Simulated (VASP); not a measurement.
# Ag: single point with revPBE

The system is Ag.

```
Ag
1.0
     2.74831    0.00000    0.00000
     0.00000    2.74831    0.00000
     0.00000    0.00000    2.74831
Ag
1
Cartesian
  0.0000 0.0000 0.0000
```

This isn't the form of Ag at room conditions, which is fcc.

```yaml
Program: VASP 6.6.1
Task: single point
Functional: revPBE
Potentials_or_basis: VASP PAW PBE potentials, release 64 (Ag)
Cutoff: 520 eV
k_mesh: 18 × 18 × 18
Occupations: fermi-dirac, width 0.1 eV
Spin: no spin polarisation
```

| Property | Result |
| --- | --- |
| Pressure | 2.4 GPa |
| Band gap on the k mesh | zero (an odd number of electrons rules out a gap without spin polarisation) |

Levels at points of the mesh, in eV from the Fermi level:
| k point | band 1 | band 2 | band 3 | band 4 | band 5 | band 6 | band 7 | band 8 | band 9 | band 10 |
| --- | --- | --- | --- | --- | --- | --- | --- | --- | --- | --- |
| (0.00, 0.00, 0.00) | -6.36 | -5.73 | -5.73 | -2.84 | -2.84 | -2.84 | 13.94 | 13.94 | 13.94 | 18.96 |
| (0.50, 0.00, 0.00) | -5.44 | -5.13 | -3.78 | -3.78 | -2.76 | -0.49 | 1.63 | 16.97 | 18.78 | 19.07 |
| (0.50, 0.50, 0.00) | -5.71 | -4.97 | -3.61 | -3.61 | -2.09 | 3.86 | 3.86 | 7.37 | 9.41 | 21.33 |
| (0.50, 0.50, 0.50) | -5.20 | -5.20 | -5.20 | -2.03 | -2.03 | 8.45 | 8.45 | 8.45 | 10.15 | 14.11 |

Run time: 42 s on 1 thread of Intel Xeon 8259CL, on a shared host, peak memory 0.16 GiB.

Caveat: the PAW data sets were made with another functional, which shifts forces and pressure a little.
